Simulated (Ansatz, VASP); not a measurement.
## TaF3: VASP beside Ansatz

```
Ta F
1.0
     4.09543    0.00000    0.00000
     0.00000    4.09543    0.00000
     0.00000    0.00000    4.09543
Ta F
1 3
Direct
  0.00000 0.00000 0.00000
  0.50000 0.00000 0.00000
  0.00000 0.50000 0.00000
  0.00000 0.00000 0.50000
```

Alike in both runs: functional r2SCAN; k mesh 10 × 10 × 10; occupations fermi-dirac, width 0.15 eV; no spin polarisation.

Ansatz relaxed the structure, and its values are those at the end. VASP's run is a single point on that final structure, the one shown.

```csv
,VASP,Ansatz
version,VASP 6.6.1,Ansatz 0.2.0
potentials or method,"VASP PAW PBE potentials, release 64 (Ta_pv, F), cutoff 660 eV","scalar-relativistic, plane waves, PAW"
valence electrons in the cell,32,34
```

VASP gave:

```
gap on the k mesh at the Fermi level (eV) : none
pressure (GPa)                            : 0.2
```

Problem. Which values does Ansatz return?

Solution. gap on the k mesh at the Fermi level (eV): none; pressure (GPa): 0.0.

VASP's potentials were made for PBE, not for r2SCAN. A gap of «none» marks a metal or a gap that the smearing closes. VASP's potentials hold 32 valence electrons a cell and Ansatz's 34, so a difference there can come from the potentials and not from the codes.

Neither program's run includes spin-orbit coupling.
